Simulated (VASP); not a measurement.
# Te2Os in VASP: single point with PBE

Aim: the single point of Te2Os with PBE.

Everything below comes from runs of VASP 6.6.1. Logs are shortened: lines on timing, memory, paths and dates and some standing lists are left out, and cuts for length are marked.

## (1) The cell of the first run

The cell holds a sheet with vacuum, 3 atoms: a = 3.158 Å, b = 3.158 Å, c = 18.000 Å, α = 90.00°, β = 90.00°, γ = 120.00°.

The cell was generated, and may not be a known phase.

## (2) Single point, PBE

The input, INCAR:

```
  PREC = Accurate
  ENCUT = 520
  EDIFF = 1E-7
  ISMEAR = 0
  SIGMA = 0.1
  LREAL = F
  LASPH = T
  NELM = 60
  ALGO = Normal
  ISIF = 2
  LWAVE = F
  LCHARG = T
  LDIPOL = T
  IDIPOL = 3
  DIPOL = 0.5 0.5 0.500
  GGA = PE
  LELF = T
  LVHAR = T
  LVACPOTAV = T
  NBANDS = 17
```

The input, KPOINTS:

```
Automatic mesh
0
Gamma
  6 6 1
```

The input, POSCAR:

```
Te2Os
1.0
    3.1582054200      0.0000000000      0.0000000000
   -1.5791022400      2.7350860400      0.0000000000
    0.0000000000      0.0000000000     18.0000000000
Te Os
2 1
Direct
    0.0000000000      0.0000000000      0.4007590100
    0.0000000000      0.0000000000      0.5992409900
    0.6666666700      0.3333333300      0.5000000000
```

Potentials or basis: VASP PAW PBE potentials, release 64 (Te, Os).

Run with:

```bash
> cat potpaw_PBE.64/Te/POTCAR potpaw_PBE.64/Os/POTCAR > POTCAR
> mpirun -np 1 vasp_std > vasp.out
```

OUTCAR:

```text
PREC = Accurate
   ENCUT = 520
   EDIFF = 1E-7
   ISMEAR = 0
   LREAL = F
   LASPH = T
   NELM = 60
   ISIF = 2
   GGA = PE

 ion  position               nearest neighbor table
   1  0.000  0.000  0.401-   3 2.55   3 2.55   3 2.55   2 3.57
   2  0.000  0.000  0.599-   3 2.55   3 2.55   3 2.55   1 3.57
   3  0.667  0.333  0.500-   1 2.55   2 2.55   1 2.55   2 2.55   1 2.55   2 2.55

  LATTYP: Found a hexagonal cell.
 ALAT       =     3.1582054200
 C/A-ratio  =     5.6994392721

  Lattice vectors:

 A1 = (   3.1582054200,   0.0000000000,   0.0000000000)
 A2 = (  -1.5791022400,   2.7350860400,   0.0000000000)
 A3 = (   0.0000000000,   0.0000000000,  18.0000000000)

Analysis of symmetry for initial positions (statically):
=====================================================================
 Subroutine PRICEL returns:
 Original cell was already a primitive cell.

 Routine SETGRP: Setting up the symmetry group for a
 hexagonal supercell.

 Subroutine GETGRP returns: Found 12 space group operations
 (whereof 12 operations were pure point group operations)
 out of a pool of 24 trial point group operations.

The static configuration has the point symmetry D_3h.

Analysis of symmetry for dynamics (positions and initial velocities):
=====================================================================
 Subroutine PRICEL returns:
 Original cell was already a primitive cell.

 Routine SETGRP: Setting up the symmetry group for a
 hexagonal supercell.

 Subroutine GETGRP returns: Found 12 space group operations
 (whereof 12 operations were pure point group operations)
 out of a pool of 24 trial point group operations.

The dynamic configuration has the point symmetry D_3h.

 Subroutine INISYM returns: Found 12 space group operations
 (whereof 12 operations are pure point group operations),
 and found     1 'primitive' translations

----------------------------------------------------------------------------------------

                                     Primitive cell

  volume of cell :     155.4833

  direct lattice vectors                    reciprocal lattice vectors
     3.158205420  0.000000000  0.000000000     0.316635515  0.182809551  0.000000000
    -1.579102240  2.735086040  0.000000000     0.000000000  0.365619211  0.000000000
     0.000000000  0.000000000 18.000000000     0.000000000  0.000000000  0.055555556

  length of vectors
     3.158205420  3.158205112 18.000000000     0.365619175  0.365619211  0.055555556

  position of ions in fractional coordinates (direct lattice)
     0.000000000  0.000000000  0.400759010
     0.000000000  0.000000000  0.599240990
     0.666666670  0.333333330  0.500000000

  ion indices of the primitive-cell ions
   primitive index   ion index
                 1           1
                 2           2
                 3           3

----------------------------------------------------------------------------------------

 KPOINTS: Automatic mesh

Automatic generation of k-mesh.
 Grid dimensions read from file:
 generate k-points for:    6    6    1

 Generating k-lattice:

  Cartesian coordinates                     Fractional coordinates (reciprocal lattice)
     0.052772586  0.030468259  0.000000000     0.166666667  0.000000000  0.000000000
     0.000000000  0.060936535  0.000000000     0.000000000  0.166666667  0.000000000
     0.000000000  0.000000000  0.055555556     0.000000000  0.000000000  1.000000000

  Length of vectors
     0.060936529  0.060936535  0.055555556

  Shift w.r.t. Gamma in fractional coordinates (k-lattice)
     0.000000000  0.000000000  0.000000000

 Subroutine IBZKPT returns following result:
 ===========================================

 Found      7 irreducible k-points:

 Following reciprocal coordinates:
            Coordinates               Weight
  0.000000  0.000000  0.000000      1.000000
  0.166667  0.000000  0.000000      6.000000
  0.333333  0.000000  0.000000      6.000000
  0.500000  0.000000  0.000000      3.000000
  0.166667  0.166667  0.000000      6.000000
  0.333333  0.166667  0.000000     12.000000
  0.333333  0.333333  0.000000      2.000000
   k-points           NKPTS =      7   k-points in BZ     NKDIM =      7   number of bands    NBANDS=     17
   number of dos      NEDOS =    301   number of ions     NIONS =      3
   total plane-waves  NPLWV =  80640
   dimension x,y,z NGX =    24 NGY =   24 NGZ =  140
   dimension x,y,z NGXF=    48 NGYF=   48 NGZF=  280
   ions per type =               2   1
   NGX,Y,Z   is equivalent  to a cutoff of  12.63, 12.63, 12.93 a.u.
   NGXF,Y,Z  is equivalent  to a cutoff of  25.27, 25.27, 25.86 a.u.
 SYSTEM =  unknown system
   PREC   = accura    normal or accurate (medium, high low for compatibility)
   ISTART =      0    job   : 0-new  1-cont  2-samecut
   ICHARG =      2    charge: 1-file 2-atom 10-const
   ISPIN  =      1    spin polarized calculation?
   LNONCOLLINEAR =      F non collinear calculations
   LSORBIT =      F    spin-orbit coupling
   LASPH  =      T    aspherical Exc in radial PAW
   ENCUT  =  520.0 eV  38.22 Ry    6.18 a.u.   5.87  5.87 33.47*2*pi/ulx,y,z
   NELM   =     60;   NELMIN=  2; NELMDL= -5     # of ELM steps
   EDIFF  = 0.1E-06   stopping-criterion for ELM
   LREAL  =      F    real-space projection
   EDIFFG = 0.1E-05   stopping-criterion for IOM
   NSW    =      0    number of steps for IOM
   IBRION =     -1    ionic relax: 0-MD 1-quasi-New 2-CG
   NFREE  =      0    steps in history (QN), initial steepest desc. (CG)
   ISIF   =      2    stress and relaxation
   ISYM   =      2    0-nonsym 1-usesym 2-fastsym
   POTIM  = 0.5000    time-step for ionic-motion
   TEBEG  =    0.0;   TEEND  =   0.0 temperature during run
   PSTRESS=    0.0 pullay stress
   NELECT =      20.0000    total number of electrons
   NUPDOWN=      -1.0000    fix difference up-down
   EMIN   =  10.00;   EMAX   =-10.00  energy-range for DOS
   EFERMI =   0.00;   METHOD = LEGACY
   ISMEAR =     0;   SIGMA  =   0.10  broadening in eV -4-tet -1-fermi 0-gaus
   EFERMI_NEDOS =   21; number of points for ismear=-14 and -15
   IALGO  =     38    algorithm
   IMIX   =      4    mixing-type and parameters
     AMIX     =   0.40;   BMIX     =  1.00
     AMIX_MAG =   1.60;   BMIX_MAG =  1.00
  volume/ion in A,a.u.               =      51.83       349.75
  Fermi-wavevector in a.u.,A,eV,Ry     =   0.826400  1.561669  9.291917  0.682937
  Thomas-Fermi vector in A             =   1.938425
   LORBIT       =      0    0 simple, 1 ext, 2 COOP (PROOUT), +10 PAW based schemes
   GGA     = PE    functional components
   LHFCALC =     F    Hartree Fock is set to
   AEXX    =    0.0000 exact exchange contribution
   IVDW    =     0    specifies the selected vdW correction
   LEPSILON=     F    determine dielectric tensor
   LRPA    =     F    only Hartree local field effects (RPA)
 non-spin polarized calculation
 Gauss-broadening in eV      SIGMA  =   0.10
  energy-cutoff  :      520.00
  volume of cell :      155.48
 maximum number of plane-waves:      4206
 NGX is ok and might be reduce to    24
   NGX = 11   NGY = 11   NGZ = 67

 number of electron      20.0000000 magnetization

 dipolmoment           0.000000      0.000000     -0.000000 electrons x Angstroem

 Free energy of the ion-electron system (eV)
  ---------------------------------------------------
  ext. energy  EPLUGINS =         0.00000000
  ---------------------------------------------------
  free energy    TOTEN  =       -14.97617484 eV

  energy without entropy =      -14.96437377  energy(sigma->0) =      -14.97027430

 E-fermi :   2.2332     XC(G=0):  -5.1079

 val. band max:        1.9452233942   @ k =   0.5000   0.0000   0.0000
 cond. band min:       2.3016105582   @ k =   0.3333   0.1667   0.0000
 fundamental gap:      0.3563871640
 Fermi energy:         2.2331593598

 k-point     1 :       0.0000    0.0000    0.0000
  band No.  band energies     occupation
      1     -14.1752      2.00000
      2     -12.7919      2.00000
      3      -6.3347      2.00000
      4      -2.3042      2.00000
      5      -1.9011      2.00000
      6      -1.9011      2.00000
[... 9 lines left out ...]
     16       6.2245      0.00000
     17       7.8453      0.00000

 k-point     2 :       0.1667    0.0000    0.0000
  band No.  band energies     occupation
      1     -13.5925      2.00000
      2     -12.3724      2.00000
      3      -5.7216      2.00000
      4      -2.9864      2.00000
      5      -2.7051      2.00000
      6      -1.4858      2.00000
[... 9 lines left out ...]
     16       6.7191      0.00000
     17       8.4128      0.00000

 k-point     3 :       0.3333    0.0000    0.0000
  band No.  band energies     occupation
      1     -11.9886      2.00000
      2     -11.2424      2.00000
      3      -5.2162      2.00000
      4      -4.4232      2.00000
      5      -3.9326      2.00000
      6      -2.2191      2.00000
[... 9 lines left out ...]
     16       7.0570      0.00000
     17       7.7631      0.00000

 k-point     4 :       0.5000    0.0000    0.0000
  band No.  band energies     occupation
      1     -10.5175      2.00000
      2     -10.3357      2.00000
      3      -6.8830      2.00000
      4      -5.6961      2.00000
      5      -3.9322      2.00000
      6      -2.5628      2.00000
[... 9 lines left out ...]
     16       7.6488      0.00000
     17       8.0641      0.00000

 k-point     5 :       0.1667    0.1667    0.0000
  band No.  band energies     occupation
      1     -12.4897      2.00000
      2     -11.5855      2.00000
      3      -4.8527      2.00000
      4      -3.6548      2.00000
      5      -3.5767      2.00000
      6      -2.8772      2.00000
[... 9 lines left out ...]
     16       7.7081      0.00000
     17       8.4947      0.00000

 k-point     6 :       0.3333    0.1667    0.0000
  band No.  band energies     occupation
      1     -10.7088      2.00000
      2     -10.3954      2.00000
      3      -5.9698      2.00000
      4      -5.2096      2.00000
      5      -3.6722      2.00000
      6      -3.2224      2.00000
[... 9 lines left out ...]
     16       7.9536      0.00000
     17       8.5177      0.00000

 k-point     7 :       0.3333    0.3333    0.0000
  band No.  band energies     occupation
      1      -9.8340      2.00000
      2      -9.8302      2.00000
      3      -5.7093      2.00000
      4      -5.6284      2.00000
      5      -4.6008      2.00000
      6      -3.5529      2.00000
[... 9 lines left out ...]
     16       7.9927      0.00000
     17       9.4504      0.00000

------------------------ aborting loop because EDIFF is reached ----------------------------------------

  FORCE on cell =-STRESS in cart. coord.  units (eV):
  Direction    XX          YY          ZZ          XY          YZ          ZX
  --------------------------------------------------------------------------------------
  -------------------------------------------------------------------------------------
  Total       13.0133329     13.0133321     13.7200913      0.0000022     -0.0000000     -0.0000000
  in kB      134.0958225    134.0958142    141.3786112      0.0000230     -0.0000000     -0.0000000
  external PRESSURE =     136.5234160 kB  Pullay stress =       0.0000000 kB

 VOLUME and BASIS-vectors are now :
 -----------------------------------------------------------------------------
  energy-cutoff  :      520.00
  volume of cell :      155.48
      direct lattice vectors                 reciprocal lattice vectors
     3.158205420  0.000000000  0.000000000     0.316635515  0.182809551  0.000000000
    -1.579102240  2.735086040  0.000000000     0.000000000  0.365619211  0.000000000
     0.000000000  0.000000000 18.000000000     0.000000000  0.000000000  0.055555556

 POSITION                                       TOTAL-FORCE (eV/Angst)
 -----------------------------------------------------------------------------------
      0.00000      0.00000      7.21366         0.000000      0.000000     -3.843920
      0.00000      0.00000     10.78634         0.000000      0.000000      3.843920
      1.57910      0.91170      9.00000        -0.000000      0.000000      0.000000
 -----------------------------------------------------------------------------------
    total drift:                               -0.000007     -0.000000      0.000000

  FREE ENERGIE OF THE ION-ELECTRON SYSTEM (eV)
  ---------------------------------------------------
  free  energy   TOTEN  =       -14.9761748360 eV

  energy  without entropy=      -14.9643737653  energy(sigma->0) =      -14.97027430

 vacuum level on the upper side and lower side of the slab         5.750         5.750
```

It took 63 s on 1 thread of Intel Xeon 8259CL, shared host; peak memory 0.26 GiB.

Results:

```yaml
Free_energy: -14.9762 eV
Largest_force: 3.844 eV/Å
Band_gap_on_the_k_mesh: zero (bands 10 and 11 overlap by 3.21 eV)
```

Forces in eV/Å, atoms in the order of the input:
```
Te   0.000  0.000 -3.844
Te   0.000  0.000  3.844
Os   0.000  0.000  0.000
```

Caveat: the k points lie up to 0.38 Å⁻¹ apart, too coarse for converged energies and pressures of a metal; spin-orbit coupling is left out, which moves the levels of the heavy elements.

The gap in the log of VASP goes by the Fermi energy; the results here count the filled bands.